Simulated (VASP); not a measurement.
# Al5As (P4/mmm) in VASP: relaxation of cell and atoms with PBE

Aim: the relaxation of cell and atoms of Al5As with PBE.

Program: VASP 6.6.1. These are calculated values, not measurements. Logs are shortened: lines on timing, memory, paths and dates and some standing lists are left out, and cuts for length are marked.

## 1. The cell of the first run

The structure is tetragonal, space group P4/mmm (No. 123). Conventional cell: a = 7.798 Å, b = 7.798 Å, c = 2.651 Å, α = 90.00°, β = 90.00°, γ = 90.00°. Al (site symmetry m2m) has 1 As at 2.57 Å and 3 Al at 2.65 Å within 3.4 Å. Al (site symmetry 4/mmm) has 2 Al at 2.65 Å within 3.5 Å. Within 3.4 Å of As (site symmetry 4/mmm) lie 4 Al at 2.57 Å and 2 As at 2.65 Å.

The cell was built from a structure type or drawn by symmetry, and may not be a known phase.

## 2. Relaxation of cell and atoms, PBE

File INCAR:

```
PREC = Accurate
ENCUT = 600
EDIFF = 1E-6
ISMEAR = 0
SIGMA = 0.1
LREAL = F
LASPH = T
NELM = 60
ALGO = Fast
ISIF = 3
LWAVE = F
LCHARG = F
GGA = PE
IBRION = 2
NSW = 100
EDIFFG = -0.01
```

File KPOINTS:

```
regular mesh
0
Gamma
  6 6 14
```

File POSCAR:

```
Al5As
1.0
    7.7984236153      0.0000000000      0.0000000000
    0.0000000000      7.7984236153      0.0000000000
    0.0000000000      0.0000000000      2.6511157297
Al As
5 1
Direct
    0.1700727036      0.5000000000      0.0000000000
    0.8299272964      0.5000000000      0.0000000000
    0.5000000000      0.1700727036      0.0000000000
    0.5000000000      0.8299272964      0.0000000000
    0.0000000000      0.0000000000      0.5000000000
    0.5000000000      0.5000000000      0.0000000000
```

Potentials or basis: VASP PAW PBE potentials, release 64 (Al, As).

The run is started by

```sh
$ cat potpaw_PBE.64/Al/POTCAR potpaw_PBE.64/As/POTCAR > POTCAR
$ mpirun -np 1 vasp_std > vasp.out
```

OUTCAR:

```text
PREC = Accurate
   ENCUT = 600
   EDIFF = 1E-6
   ISMEAR = 0
   LREAL = F
   LASPH = T
   NELM = 60
   ISIF = 3
   GGA = PE
   IBRION = 2
   NSW = 100
   EDIFFG = -0.01

 ion  position               nearest neighbor table
   1  0.170  0.500  0.000-   6 2.57   2 2.65
   2  0.830  0.500  0.000-   6 2.57   1 2.65
   3  0.500  0.170  0.000-   6 2.57   4 2.65
   4  0.500  0.830  0.000-   6 2.57   3 2.65
   5  0.000  0.000  0.500-
   6  0.500  0.500  0.000-   1 2.57   2 2.57   3 2.57   4 2.57

  LATTYP: Found a simple tetragonal cell.
 ALAT       =     7.7984236153
 C/A-ratio  =     0.3399553372

  Lattice vectors:

 A1 = (   7.7984236153,   0.0000000000,   0.0000000000)
 A2 = (   0.0000000000,   7.7984236153,   0.0000000000)
 A3 = (   0.0000000000,   0.0000000000,   2.6511157297)

Analysis of symmetry for initial positions (statically):
=====================================================================
 Subroutine PRICEL returns:
 Original cell was already a primitive cell.

 Routine SETGRP: Setting up the symmetry group for a
 simple tetragonal supercell.

 Subroutine GETGRP returns: Found 16 space group operations
 (whereof 16 operations were pure point group operations)
 out of a pool of 16 trial point group operations.

The static configuration has the point symmetry D_4h.

Analysis of symmetry for dynamics (positions and initial velocities):
=====================================================================
 Subroutine PRICEL returns:
 Original cell was already a primitive cell.

 Routine SETGRP: Setting up the symmetry group for a
 simple tetragonal supercell.

 Subroutine GETGRP returns: Found 16 space group operations
 (whereof 16 operations were pure point group operations)
 out of a pool of 16 trial point group operations.

The dynamic configuration has the point symmetry D_4h.

 Subroutine INISYM returns: Found 16 space group operations
 (whereof 16 operations are pure point group operations),
 and found     1 'primitive' translations

----------------------------------------------------------------------------------------

                                     Primitive cell

  volume of cell :     161.2287

  direct lattice vectors                    reciprocal lattice vectors
     7.798423615  0.000000000  0.000000000     0.128231044  0.000000000  0.000000000
     0.000000000  7.798423615  0.000000000     0.000000000  0.128231044  0.000000000
     0.000000000  0.000000000  2.651115730     0.000000000  0.000000000  0.377199678

  length of vectors
     7.798423615  7.798423615  2.651115730     0.128231044  0.128231044  0.377199678

  position of ions in fractional coordinates (direct lattice)
     0.170072704  0.500000000  0.000000000
     0.829927296  0.500000000  0.000000000
     0.500000000  0.170072704  0.000000000
     0.500000000  0.829927296  0.000000000
     0.000000000  0.000000000  0.500000000
     0.500000000  0.500000000  0.000000000

  ion indices of the primitive-cell ions
   primitive index   ion index
                 1           1
                 2           2
                 3           3
                 4           4
                 5           5
                 6           6

----------------------------------------------------------------------------------------

 KPOINTS: regular mesh

Automatic generation of k-mesh.
 Grid dimensions read from file:
 generate k-points for:    6    6   14

 Generating k-lattice:

  Cartesian coordinates                     Fractional coordinates (reciprocal lattice)
     0.021371841  0.000000000  0.000000000     0.166666667  0.000000000  0.000000000
     0.000000000  0.021371841  0.000000000     0.000000000  0.166666667  0.000000000
     0.000000000  0.000000000  0.026942834     0.000000000  0.000000000  0.071428571

  Length of vectors
     0.021371841  0.021371841  0.026942834

  Shift w.r.t. Gamma in fractional coordinates (k-lattice)
     0.000000000  0.000000000  0.000000000

 Subroutine IBZKPT returns following result:
 ===========================================

 Found     80 irreducible k-points:

 Following reciprocal coordinates:
            Coordinates               Weight
  0.000000  0.000000  0.000000      1.000000
  0.166667  0.000000  0.000000      4.000000
  0.333333  0.000000  0.000000      4.000000
  0.500000  0.000000  0.000000      2.000000
  0.166667  0.166667  0.000000      4.000000
  0.333333  0.166667  0.000000      8.000000
[... 16 lines left out ...]
  0.333333  0.000000  0.142857      8.000000
  0.500000  0.000000  0.142857      4.000000
 [... further k-points ...]
   k-points           NKPTS =     80   k-points in BZ     NKDIM =     80   number of bands    NBANDS=     14
   number of dos      NEDOS =    301   number of ions     NIONS =      6
   total plane-waves  NPLWV =  98304
   dimension x,y,z NGX =    64 NGY =   64 NGZ =   24
   dimension x,y,z NGXF=   128 NGYF=  128 NGZF=   48
   ions per type =               5   1
   NGX,Y,Z   is equivalent  to a cutoff of  13.64, 13.64, 15.05 a.u.
   NGXF,Y,Z  is equivalent  to a cutoff of  27.29, 27.29, 30.10 a.u.
 SYSTEM =  unknown system
   PREC   = accura    normal or accurate (medium, high low for compatibility)
   ISTART =      0    job   : 0-new  1-cont  2-samecut
   ICHARG =      2    charge: 1-file 2-atom 10-const
   ISPIN  =      1    spin polarized calculation?
   LNONCOLLINEAR =      F non collinear calculations
   LSORBIT =      F    spin-orbit coupling
   LASPH  =      T    aspherical Exc in radial PAW
   ENCUT  =  600.0 eV  44.10 Ry    6.64 a.u.  15.58 15.58  5.29*2*pi/ulx,y,z
   NELM   =     60;   NELMIN=  2; NELMDL= -5     # of ELM steps
   EDIFF  = 0.1E-05   stopping-criterion for ELM
   LREAL  =      F    real-space projection
   EDIFFG = -.1E-01   stopping-criterion for IOM
   NSW    =    100    number of steps for IOM
   IBRION =      2    ionic relax: 0-MD 1-quasi-New 2-CG
   NFREE  =      1    steps in history (QN), initial steepest desc. (CG)
   ISIF   =      3    stress and relaxation
   ISYM   =      2    0-nonsym 1-usesym 2-fastsym
   POTIM  = 0.5000    time-step for ionic-motion
   TEBEG  =    0.0;   TEEND  =   0.0 temperature during run
   PSTRESS=    0.0 pullay stress
   NELECT =      20.0000    total number of electrons
   NUPDOWN=      -1.0000    fix difference up-down
   EMIN   =  10.00;   EMAX   =-10.00  energy-range for DOS
   EFERMI =   0.00;   METHOD = LEGACY
   ISMEAR =     0;   SIGMA  =   0.10  broadening in eV -4-tet -1-fermi 0-gaus
   EFERMI_NEDOS =   21; number of points for ismear=-14 and -15
   IALGO  =     68    algorithm
   IMIX   =      4    mixing-type and parameters
     AMIX     =   0.40;   BMIX     =  1.00
     AMIX_MAG =   1.60;   BMIX_MAG =  1.00
  volume/ion in A,a.u.               =      26.87       181.34
  Fermi-wavevector in a.u.,A,eV,Ry     =   0.816465  1.542894  9.069841  0.666615
  Thomas-Fermi vector in A             =   1.926738
   LORBIT       =      0    0 simple, 1 ext, 2 COOP (PROOUT), +10 PAW based schemes
   GGA     = PE    functional components
   LHFCALC =     F    Hartree Fock is set to
   AEXX    =    0.0000 exact exchange contribution
   IVDW    =     0    specifies the selected vdW correction
   LEPSILON=     F    determine dielectric tensor
   LRPA    =     F    only Hartree local field effects (RPA)
 conjugate gradient relaxation of ions
 non-spin polarized calculation
 RMM-DIIS sequential band-by-band and
 Gauss-broadening in eV      SIGMA  =   0.10
  energy-cutoff  :      600.00
  volume of cell :      161.23
 maximum number of plane-waves:      5435
 NGX is ok and might be reduce to    64
   NGX = 31   NGY = 31   NGZ = 11

--------------------------------------- Ionic step        1  -------------------------------------------

 number of electron      20.0000000 magnetization

 Free energy of the ion-electron system (eV)
  ---------------------------------------------------
  ext. energy  EPLUGINS =         0.00000000
  ---------------------------------------------------
  free energy    TOTEN  =       -19.46656695 eV

  energy without entropy =      -19.44058137  energy(sigma->0) =      -19.45357416

------------------------ aborting loop because EDIFF is reached ----------------------------------------

  FORCE on cell =-STRESS in cart. coord.  units (eV):
  Direction    XX          YY          ZZ          XY          YZ          ZX
  --------------------------------------------------------------------------------------
  -------------------------------------------------------------------------------------
  Total       -0.6221115     -0.6221115      0.6509115      0.0000000     -0.0000000      0.0000000
  in kB       -6.1821065     -6.1821065      6.4683002      0.0000000     -0.0000000      0.0000000
  external PRESSURE =      -1.9653043 kB  Pullay stress =       0.0000000 kB
[... 185 lines left out ...]
  energy  without entropy=      -19.4459629998  energy(sigma->0) =      -19.45916143

--------------------------------------- Ionic step        6  -------------------------------------------

 number of electron      20.0000000 magnetization

 Free energy of the ion-electron system (eV)
  ---------------------------------------------------
  ext. energy  EPLUGINS =         0.00000000
  ---------------------------------------------------
  free energy    TOTEN  =       -19.47244262 eV

  energy without entropy =      -19.44602815  energy(sigma->0) =      -19.45923538

 E-fermi :   3.5893     XC(G=0):  -8.3985

 val. band max:        3.5868804680   @ k =   0.3333   0.0000   0.2143
 cond. band min:       3.5942654706   @ k =   0.5000   0.0000   0.2143
 fundamental gap:      0.0073850025
 Fermi energy:         3.5893413527

 k-point     1 :       0.0000    0.0000    0.0000
  band No.  band energies     occupation
      1      -9.6698      2.00000
      2      -3.6056      2.00000
      3      -3.2912      2.00000
      4      -3.2912      2.00000
      5      -3.2778      2.00000
      6      -1.9695      2.00000
      7       1.6954      2.00000
      8       1.6954      2.00000
      9       2.3642      2.00000
     10       2.9001      2.00000
     11       2.9001      2.00000
     12       3.6991      0.12050
     13       3.7041      0.10459
     14       5.8958      0.00000
[... 375 lines left out ...]
 k-point    24 :       0.5000    0.0000    0.1429
  band No.  band energies     occupation
      1      -9.2634      2.00000
      2      -3.9103      2.00000
      3      -2.9122      2.00000
      4      -2.8721      2.00000
      5      -1.9296      2.00000
      6      -0.4012      2.00000
      7      -0.1084      2.00000
      8       1.4375      2.00000
      9       3.2284      2.00000
     10       3.5080      1.74997
     11       3.9732      0.00000
     12       4.0995      0.00000
     13       4.8399      0.00000
     14       5.1490      0.00000

 [... further k-points ...]

------------------------ aborting loop because EDIFF is reached ----------------------------------------

  FORCE on cell =-STRESS in cart. coord.  units (eV):
  Direction    XX          YY          ZZ          XY          YZ          ZX
  --------------------------------------------------------------------------------------
  -------------------------------------------------------------------------------------
  Total        0.0084853      0.0084853      0.0145837      0.0000000      0.0000000      0.0000000
  in kB        0.0852673      0.0852673      0.1465486      0.0000000      0.0000000      0.0000000
  external PRESSURE =       0.1056944 kB  Pullay stress =       0.0000000 kB
[... 21 lines left out ...]
  FREE ENERGIE OF THE ION-ELECTRON SYSTEM (eV)
  ---------------------------------------------------
  free  energy   TOTEN  =       -19.4724426161 eV

  energy  without entropy=      -19.4460281472  energy(sigma->0) =      -19.45923538

 reached required accuracy - stopping structural energy minimisation
```

It took 3.7 min on 1 thread of Intel Xeon 6975P-C (Granite Rapids), shared host; peak memory 0.47 GiB.

Results:

```
Free energy                           : -19.4724 eV
Relaxed volume                        : 26.57 Å³/atom
Relaxed cell                          : a = 7.741 Å, b = 7.741 Å, c = 2.661 Å, α = 90.00°, β = 90.00°, γ = 90.00°
Space group after relaxing (to 0.1 Å) : P4/mmm (No. 123)
Energy gained by relaxing             : 1.0 meV/atom
Ionic steps                           : 6
Pressure after relaxing               : 0.0 GPa
Largest force after relaxing          : 0.008 eV/Å
Band gap on the k mesh                : zero (bands 10 and 11 overlap by 1.57 eV)
```

Forces on the atoms (eV/Å):
```
Al  -0.008  0.000  0.000
Al   0.008  0.000  0.000
Al   0.000 -0.008  0.000
Al   0.000  0.008  0.000
Al   0.000  0.000  0.000
As   0.000  0.000  0.000
```

The path:
```
step  energy change (eV)  largest force (eV/Å)  pressure (GPa)  volume (Å³)
   1              0.0000                0.0065           -0.20       161.23
   2             -0.0050                0.0346           -0.20       160.46
   3             -0.0050                0.0356           -0.20       160.42
   4             -0.0058                0.0241            0.00       159.53
   5             -0.0058                0.0226            0.03       159.40
   6             -0.0059                0.0083            0.01       159.44
```

Final structure:
```
Al As
1.0
     7.74084    0.00000    0.00000
     0.00000    7.74084    0.00000
     0.00000    0.00000    2.66085
Al As
5 1
Direct
  0.16961 0.50000 0.00000
  0.83039 0.50000 0.00000
  0.50000 0.16961 0.00000
  0.50000 0.83039 0.00000
  0.00000 0.00000 0.50000
  0.50000 0.50000 0.00000
```
